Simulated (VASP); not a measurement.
Runs of VASP 6.6.1 on Rb. The structure is that of space group Fm-3m (No. 225), or close to it. The cells are those of the table. This isn't the form of Rb at room conditions, which is bcc.

```tsv
cell	gap on the mesh (eV)	pressure (GPa)
a = 5.148 Å, angles 60.0°, 1 atom	none	-0.5
a = 5.249 Å, angles 60.0°, 1 atom	none	-0.6
a = 5.078 Å, angles 60.0°, 1 atom	none	-0.5
a = 5.113 Å, angles 60.0°, 1 atom	none	-0.5
a = 5.042 Å, angles 60.0°, 1 atom	none	(a)
```

Alike in all rows: task single point; level LDA; potentials or basis VASP PAW LDA potentials, release 64 (Rb_sv); no spin polarisation; k mesh 7 × 7 × 7; cutoff (eV) 500; smearing fermi-dirac 0.05 eV.

Fill in the values left out.

(a) -0.4.

A k mesh can miss the band edges, and the runs leave out spin-orbit coupling on Rb.

A gap of «none» marks levels without a gap at the run's occupations.
